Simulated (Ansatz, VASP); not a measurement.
# One calculation of TiAl, two programs

File INCAR:

```
SYSTEM = TiAl
ALGO = Fast
EDIFF = 1E-6
ENCUT = 520
GGA = CA
ISIF = 2
ISMEAR = 0
LASPH = .TRUE.
LCHARG = .FALSE.
LREAL = .FALSE.
LWAVE = .FALSE.
NBANDS = 14
NELM = 100
PREC = Accurate
SIGMA = 0.15
```

KPOINTS

```
k-points
0
G
  16 16 16
  0 0 0
```

File POSCAR:

```
TiAl
1.0
    3.1176002102      0.0000000000      0.0000000000
    0.0000000000      3.1176002102      0.0000000000
    0.0000000000      0.0000000000      2.9489380388
Ti Al
1 1
Direct
    0.0000000000      0.0000000000      0.0000000000
    0.5000000000      0.5000000000      0.5000000000
```

Input for Ansatz:

```yaml
crystal:
  lattice:
    - [3.1176002102, 0.0, 0.0]
    - [0.0, 3.1176002102, 0.0]
    - [0.0, 0.0, 2.9489380388]
  atoms:
    - { symbol: Ti, position: [0.0, 0.0, 0.0] }
    - { symbol: Al, position: [0.5, 0.5, 0.5] }
basis:
  ecutwfc: 520.0
kpoints:
  mp_grid: { grid: [16, 16, 16] }
hamiltonian:
  xc: lda
  pseudopotentials: { kind: paw, azcp: { folder: soft_1 } }
scf:
  occupations: { method: gaussian, width: 0.15 }
output:
  forces: true
  stress: true
  eigenvalues: true
```

Alike in both runs: task single point; functional LDA; k mesh 16 × 16 × 16; occupations gaussian, width 0.15 eV; no spin polarisation.

|  | VASP | Ansatz |
| --- | --- | --- |
| version | VASP 6.6.1 | Ansatz 0.2.0 |
| potentials or method | VASP PAW LDA potentials, release 64 (Ti_sv, Al), cutoff 520 eV | scalar-relativistic, plane waves, PAW |
| valence electrons in the cell | 15 | 15 |

```tsv
	VASP	Ansatz	Ansatz less VASP
gap on the k mesh at the Fermi level (eV)	none	none	-
pressure (GPa)	9.1	9.0	-0.20
traceless stress, the component that is largest in VASP (GPa)	-1.07	-1.05	+0.018
```

Ansatz warns that its potentials were made for another functional, while VASP's fit it. LDA's correlation is that of Perdew and Zunger in VASP and of Perdew and Wang (1992) in Ansatz. A gap of «none» marks a metal or a gap that the smearing closes.
